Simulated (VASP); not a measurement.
A run of VASP 6.6.1 is set up as follows.

File INCAR:

```
SYSTEM = SnSe
  ALGO = Normal
  EDIFF = 1E-6
  ENCUT = 520
  GGA = PS
  ISIF = 2
  ISMEAR = 0
  LASPH = .TRUE.
  LCHARG = .TRUE.
  LELF = .TRUE.
  LREAL = .FALSE.
  LVHAR = .TRUE.
  LWAVE = .FALSE.
  NBANDS = 17
  NELM = 100
  PREC = Accurate
  SIGMA = 0.1
```

KPOINTS

```
k-points
0
G
  8 8 8
  0 0 0
```

The input POSCAR:

```
SnSe
1.0
    4.2567828200      0.0000000000      0.0000000000
    2.1283914100      3.6864820605      0.0000000000
    2.1283914100      1.2288273535      3.4756486183
Sn Se
1 1
Direct
    0.0000000000      0.0000000000      0.0000000000
    0.5000000000      0.5000000000      0.5000000000
```

Potentials or basis: VASP PAW PBE potentials, release 64 (Sn_d, Se).

Run with:

```bash
$ cat potpaw_PBE.64/Sn_d/POTCAR potpaw_PBE.64/Se/POTCAR > POTCAR
$ mpirun -np 1 vasp_std > vasp.out
```

Task: What does it give for the band gap on the k mesh?

Result: 0.65 eV, direct.

Task: Estimate the pressure.

Result: -1.9 GPa.

Caveat: the PAW data sets were made with another functional, which shifts forces and pressure a little; spin-orbit coupling is left out, which moves the levels of the heavy elements. A k mesh can miss the band edges.
